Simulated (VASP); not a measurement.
# TaN (Fm-3m) in VASP: notebook

Runs on TaN. Level: PBE. Tasks: single point, relaxation of the atoms.

Program: VASP 6.6.1. These are calculated values, not measurements. Logs are shortened: lines on timing, memory, paths and dates and some standing lists are left out, and cuts for length are marked.

### 1 The cell of the first run

Symmetry: Fm-3m, No. 225, cubic system. The conventional cell has a = 4.358 Å, b = 4.358 Å, c = 4.358 Å, α = 90.00°, β = 90.00°, γ = 90.00°. Ta (site symmetry m-3m) has 6 N at 2.18 Å within 2.9 Å. N (site symmetry m-3m) has 6 Ta at 2.18 Å within 2.9 Å.

### 2 Single point, PBE, collinear spin

INCAR

```
PREC     = Accurate       # precision mode
ENCUT    = 520            # plane-wave cutoff, eV
EDIFF    = 1E-7           # SCF threshold, eV
ISMEAR   = -1             # smearing method
SIGMA    = 0.02           # smearing width, eV
LREAL    = False          # projectors in reciprocal space
LASPH    = True           # aspherical terms in the spheres
NELM     = 150            # most SCF steps
ALGO     = Normal         # electronic algorithm
ISIF     = 2              # what is computed and relaxed
LWAVE    = False          # write WAVECAR
LCHARG   = False          # write CHGCAR
ISPIN    = 2              # spin polarisation
MAGMOM   = 2 0            # initial moments
LORBIT   = 11             # projections on sites
LMAXMIX  = 4              # l up to which the mixer works
GGA      = PE             # functional
NBANDS   = 19             # bands
```

KPOINTS

```
Automatic mesh
0
Gamma
  11 11 11
```

POSCAR

```
TaN
1.0
    0.0000000000      2.1790000000      2.1790000000
    2.1790000000      0.0000000000      2.1790000000
    2.1790000000      2.1790000000      0.0000000000
Ta N
1 1
Direct
    0.5000000000      0.5000000000      0.5000000000
    0.0000000000      0.0000000000      0.0000000000
```

Potentials or basis: VASP PAW PBE potentials, release 64 (Ta_pv, N).

Started as:

```console
cat potpaw_PBE.64/Ta_pv/POTCAR potpaw_PBE.64/N/POTCAR > POTCAR
mpirun -np 1 vasp_std > vasp.out
```

OUTCAR:

```text
PREC = Accurate
   ENCUT = 520
   EDIFF = 1E-7
   ISMEAR = -1
   LREAL = False
   LASPH = True
   NELM = 150
   ISIF = 2
   ISPIN = 2
   LORBIT = 11
   GGA = PE

 ion  position               nearest neighbor table
   1  0.500  0.500  0.500-   2 2.18   2 2.18   2 2.18   2 2.18   2 2.18   2 2.18
   2  0.000  0.000  0.000-   1 2.18   1 2.18   1 2.18   1 2.18   1 2.18   1 2.18

  LATTYP: Found a face centered cubic cell.
 ALAT       =     4.3580000000

  Lattice vectors:

 A1 = (   0.0000000000,   2.1790000000,   2.1790000000)
 A2 = (   2.1790000000,   0.0000000000,   2.1790000000)
 A3 = (   2.1790000000,   2.1790000000,   0.0000000000)

Analysis of symmetry for initial positions (statically):
=====================================================================
 Subroutine PRICEL returns:
 Original cell was already a primitive cell.

 Routine SETGRP: Setting up the symmetry group for a
 face centered cubic supercell.

 Subroutine GETGRP returns: Found 48 space group operations
 (whereof 48 operations were pure point group operations)
 out of a pool of 48 trial point group operations.

The static configuration has the point symmetry O_h .

Analysis of symmetry for dynamics (positions and initial velocities):
=====================================================================
 Subroutine PRICEL returns:
 Original cell was already a primitive cell.

 Routine SETGRP: Setting up the symmetry group for a
 face centered cubic supercell.

 Subroutine GETGRP returns: Found 48 space group operations
 (whereof 48 operations were pure point group operations)
 out of a pool of 48 trial point group operations.

The dynamic configuration has the point symmetry O_h .

Analysis of structural, dynamic, and magnetic symmetry:
=====================================================================
 Subroutine PRICEL returns:
 Original cell was already a primitive cell.

 Routine SETGRP: Setting up the symmetry group for a
 face centered cubic supercell.

 Subroutine GETGRP returns: Found 48 space group operations
 (whereof 48 operations were pure point group operations)
 out of a pool of 48 trial point group operations.

The overall configuration has the point symmetry O_h .

 Subroutine INISYM returns: Found 48 space group operations
 (whereof 48 operations are pure point group operations),
 and found     1 'primitive' translations

----------------------------------------------------------------------------------------

                                     Primitive cell

  volume of cell :      20.6920

  direct lattice vectors                    reciprocal lattice vectors
     0.000000000  2.179000000  2.179000000    -0.229463056  0.229463056  0.229463056
     2.179000000  0.000000000  2.179000000     0.229463056 -0.229463056  0.229463056
     2.179000000  2.179000000  0.000000000     0.229463056  0.229463056 -0.229463056

  length of vectors
     3.081571352  3.081571352  3.081571352     0.397441672  0.397441672  0.397441672

  position of ions in fractional coordinates (direct lattice)
     0.500000000  0.500000000  0.500000000
     0.000000000  0.000000000  0.000000000

  ion indices of the primitive-cell ions
   primitive index   ion index
                 1           1
                 2           2

----------------------------------------------------------------------------------------

 KPOINTS: Automatic mesh

Automatic generation of k-mesh.
 Grid dimensions read from file:
 generate k-points for:   11   11   11

 Generating k-lattice:

  Cartesian coordinates                     Fractional coordinates (reciprocal lattice)
    -0.020860278  0.020860278  0.020860278     0.090909091  0.000000000  0.000000000
     0.020860278 -0.020860278  0.020860278     0.000000000  0.090909091  0.000000000
     0.020860278  0.020860278 -0.020860278     0.000000000  0.000000000  0.090909091

  Length of vectors
     0.036131061  0.036131061  0.036131061

  Shift w.r.t. Gamma in fractional coordinates (k-lattice)
     0.000000000  0.000000000  0.000000000

 Subroutine IBZKPT returns following result:
 ===========================================

 Found     56 irreducible k-points:

 Following reciprocal coordinates:
            Coordinates               Weight
  0.000000  0.000000  0.000000      1.000000
  0.090909  0.000000  0.000000      8.000000
  0.181818  0.000000  0.000000      8.000000
  0.272727  0.000000  0.000000      8.000000
  0.363636  0.000000  0.000000      8.000000
  0.454545  0.000000  0.000000      8.000000
[... 16 lines left out ...]
 -0.272727  0.181818  0.000000     24.000000
 -0.181818  0.181818  0.000000     12.000000
 [... further k-points ...]
   k-points           NKPTS =     56   k-points in BZ     NKDIM =     56   number of bands    NBANDS=     19
   number of dos      NEDOS =    301   number of ions     NIONS =      2
   total plane-waves  NPLWV =  13824
   dimension x,y,z NGX =    24 NGY =   24 NGZ =   24
   dimension x,y,z NGXF=    48 NGYF=   48 NGZF=   48
   ions per type =               1   1
   NGX,Y,Z   is equivalent  to a cutoff of  12.95, 12.95, 12.95 a.u.
   NGXF,Y,Z  is equivalent  to a cutoff of  25.90, 25.90, 25.90 a.u.
 SYSTEM =  unknown system
   PREC   = accura    normal or accurate (medium, high low for compatibility)
   ISTART =      0    job   : 0-new  1-cont  2-samecut
   ICHARG =      2    charge: 1-file 2-atom 10-const
   ISPIN  =      2    spin polarized calculation?
   LNONCOLLINEAR =      F non collinear calculations
   LSORBIT =      F    spin-orbit coupling
   LASPH  =      T    aspherical Exc in radial PAW
   ENCUT  =  520.0 eV  38.22 Ry    6.18 a.u.   5.73  5.73  5.73*2*pi/ulx,y,z
   NELM   =    150;   NELMIN=  2; NELMDL= -5     # of ELM steps
   EDIFF  = 0.1E-06   stopping-criterion for ELM
   LREAL  =      F    real-space projection
   EDIFFG = 0.1E-05   stopping-criterion for IOM
   NSW    =      0    number of steps for IOM
   IBRION =     -1    ionic relax: 0-MD 1-quasi-New 2-CG
   NFREE  =      0    steps in history (QN), initial steepest desc. (CG)
   ISIF   =      2    stress and relaxation
   ISYM   =      2    0-nonsym 1-usesym 2-fastsym
   POTIM  = 0.5000    time-step for ionic-motion
   TEBEG  =    0.0;   TEEND  =   0.0 temperature during run
   PSTRESS=    0.0 pullay stress
   NELECT =      16.0000    total number of electrons
   NUPDOWN=      -1.0000    fix difference up-down
   EMIN   =  10.00;   EMAX   =-10.00  energy-range for DOS
   EFERMI =   0.00;   METHOD = LEGACY
   ISMEAR =    -1;   SIGMA  =   0.02  broadening in eV -4-tet -1-fermi 0-gaus
   EFERMI_NEDOS =   21; number of points for ismear=-14 and -15
   IALGO  =     38    algorithm
   IMIX   =      4    mixing-type and parameters
     AMIX     =   0.40;   BMIX     =  1.00
     AMIX_MAG =   1.60;   BMIX_MAG =  1.00
  volume/ion in A,a.u.               =      10.35        69.82
  Fermi-wavevector in a.u.,A,eV,Ry     =   1.502615  2.839530 30.719922  2.257851
  Thomas-Fermi vector in A             =   2.613832
   LORBIT       =     11    0 simple, 1 ext, 2 COOP (PROOUT), +10 PAW based schemes
   GGA     = PE    functional components
   LHFCALC =     F    Hartree Fock is set to
   AEXX    =    0.0000 exact exchange contribution
   IVDW    =     0    specifies the selected vdW correction
   LEPSILON=     F    determine dielectric tensor
   LRPA    =     F    only Hartree local field effects (RPA)
 spin polarized calculation
  energy-cutoff  :      520.00
  volume of cell :       20.69
 maximum number of plane-waves:       568
   NGX = 11   NGY = 11   NGZ = 11

 number of electron      16.0000000 magnetization       0.0000014

 number of electron      16.0000000 magnetization      -0.0000266

 Free energy of the ion-electron system (eV)
  ---------------------------------------------------
  ext. energy  EPLUGINS =         0.00000000
  ---------------------------------------------------
  free energy    TOTEN  =       -21.77892591 eV

  energy without entropy =      -21.77864767  energy(sigma->0) =      -21.77878679

 E-fermi :   9.9210     XC(G=0): -13.5897

 val. band max:        9.8082762135   @ k =  -0.3636   0.2727   0.0909
 cond. band min:       9.9287241156   @ k =   0.0000   0.0000   0.0000
 fundamental gap:      0.1204479021
 Fermi energy:         9.9210383989

 spin component 1

 k-point     1 :       0.0000    0.0000    0.0000
  band No.  band energies     occupation
      1     -25.8673      1.00000
      2     -25.8673      1.00000
      3     -25.8673      1.00000
      4      -9.2306      1.00000
      5       5.9543      1.00000
      6       5.9543      1.00000
[... 11 lines left out ...]
     18      34.6374      0.00000
     19      37.0513      0.00000
[... 485 lines left out ...]
 k-point    24 :      -0.1818    0.1818    0.0000
  band No.  band energies     occupation
      1     -26.3962      1.00000
      2     -26.0680      1.00000
      3     -25.9045      1.00000
      4      -7.5032      1.00000
      5       1.4152      1.00000
      6       2.8348      1.00000
[... 11 lines left out ...]
     18      30.0610      0.00000
     19      31.6766      0.00000

 [... further k-points ...]

 spin component 2

 k-point     1 :       0.0000    0.0000    0.0000
  band No.  band energies     occupation
      1     -25.8673      1.00000
      2     -25.8673      1.00000
      3     -25.8673      1.00000
      4      -9.2306      1.00000
      5       5.9543      1.00000
      6       5.9543      1.00000
[... 11 lines left out ...]
     18      34.6373      0.00000
     19      37.0513      0.00000
[... 485 lines left out ...]
 k-point    24 :      -0.1818    0.1818    0.0000
  band No.  band energies     occupation
      1     -26.3962      1.00000
      2     -26.0680      1.00000
      3     -25.9046      1.00000
      4      -7.5033      1.00000
      5       1.4151      1.00000
      6       2.8347      1.00000
[... 11 lines left out ...]
     18      30.0610      0.00000
     19      31.6766      0.00000

 [... further k-points ...]

------------------------ aborting loop because EDIFF is reached ----------------------------------------

  FORCE on cell =-STRESS in cart. coord.  units (eV):
  Direction    XX          YY          ZZ          XY          YZ          ZX
  --------------------------------------------------------------------------------------
  -------------------------------------------------------------------------------------
  Total        2.0073291      2.0073291      2.0073291      0.0000000      0.0000000      0.0000000
  in kB      155.4273658    155.4273658    155.4273658      0.0000000      0.0000000      0.0000000
  external PRESSURE =     155.4273658 kB  Pullay stress =       0.0000000 kB

 VOLUME and BASIS-vectors are now :
 -----------------------------------------------------------------------------
  energy-cutoff  :      520.00
  volume of cell :       20.69
      direct lattice vectors                 reciprocal lattice vectors
     0.000000000  2.179000000  2.179000000    -0.229463056  0.229463056  0.229463056
     2.179000000  0.000000000  2.179000000     0.229463056 -0.229463056  0.229463056
     2.179000000  2.179000000  0.000000000     0.229463056  0.229463056 -0.229463056

 POSITION                                       TOTAL-FORCE (eV/Angst)
 -----------------------------------------------------------------------------------
      2.17900      2.17900      2.17900        -0.000000     -0.000000     -0.000000
      0.00000      0.00000      0.00000         0.000000      0.000000      0.000000
 -----------------------------------------------------------------------------------
    total drift:                                0.000000     -0.000000     -0.000000

  FREE ENERGIE OF THE ION-ELECTRON SYSTEM (eV)
  ---------------------------------------------------
  free  energy   TOTEN  =       -21.7789259083 eV

  energy  without entropy=      -21.7786476691  energy(sigma->0) =      -21.77878679

 total charge

# of ion       s       p       d       tot
------------------------------------------
    1        0.280   6.237   2.490   9.008
    2        1.231   2.563   0.000   3.795
--------------------------------------------------
tot          1.512   8.800   2.490  12.802

 magnetization (x)

# of ion       s       p       d       tot
------------------------------------------
    1        0.000  -0.000  -0.000  -0.000
    2        0.000  -0.000   0.000  -0.000
--------------------------------------------------
tot          0.000  -0.000  -0.000  -0.000
```

It took 16 s on 1 thread of Intel Xeon 6975P-C (Granite Rapids), shared host; peak memory 0.17 GiB.

Results:

- Free energy: -21.7789 eV
- Pressure: 15.5 GPa
- Band gap on the k mesh: zero (filled and empty bands overlap)
- Net moment: 0.00 μB per cell
- Valence electrons inside the program's atomic spheres: Ta 9.01; N 3.79

Caveat: the cell stands under pressure; spin-orbit coupling is left out, which moves the levels of the heavy elements.

### 3 Relaxation of the atoms, PBE, collinear spin

INCAR

```
PREC = Accurate ; ENCUT = 520
EDIFF = 1E-7 ; ISMEAR = -1
SIGMA = 0.02 ; LREAL = False
LASPH = True ; NELM = 150
ALGO = Normal ; ISIF = 2
LWAVE = False ; LCHARG = False
ISPIN = 2 ; MAGMOM = 2 0
LORBIT = 11 ; LMAXMIX = 4
GGA = PE ; IBRION = 2
NSW = 80 ; EDIFFG = -0.02
```

KPOINTS

```
regular mesh
0
Gamma
  11 11 11
```

POSCAR is that of step 2.

Potentials or basis: VASP PAW PBE potentials, release 64 (Ta_pv, N).

Started as:

```console
cat potpaw_PBE.64/Ta_pv/POTCAR potpaw_PBE.64/N/POTCAR > POTCAR
mpirun -np 1 vasp_std > vasp.out
```

Run time: 12 s. Hardware: 1 thread of Intel Xeon 6975P-C (Granite Rapids), shared host; peak memory 0.16 GiB.

The run converged. Its results:

- Free energy: -21.7789 eV
- Pressure after relaxing: 15.5 GPa
- Band gap on the k mesh: zero (filled and empty bands overlap)
- Net moment: 0.00 μB per cell
- Valence electrons inside the program's atomic spheres: Ta 9.01; N 3.79

Final structure:
```yaml
crystal:
  lattice:
    - [0.00000, 2.17900, 2.17900]
    - [2.17900, 0.00000, 2.17900]
    - [2.17900, 2.17900, 0.00000]
  atoms:
    - { symbol: Ta, position: [0.50000, 0.50000, 0.50000] }
    - { symbol: N, position: [0.00000, 0.00000, 0.00000] }
```

Levels at points of the mesh, in eV from the Fermi level:
Spin up:
| k point | band 6 | band 7 | band 8 | band 9 | band 10 | band 11 |
| --- | --- | --- | --- | --- | --- | --- |
| (0.00, 0.00, 0.00) | -3.97 | -3.97 | -2.25 | -2.25 | -2.25 | 0.01 |
Spin down:
```
           k point  band 5  band 6  band 7  band 8  band 9  band 10  band 11  band 12
(0.00, 0.00, 0.00)   -3.97   -3.97   -3.97   -2.25   -2.25    -2.25     0.01     0.01
```

Caveat: the relaxation stopped at its first step, so nothing moved; spin-orbit coupling is left out, which moves the levels of the heavy elements.

The gap in the log of VASP goes by the Fermi energy; the results here count the filled bands.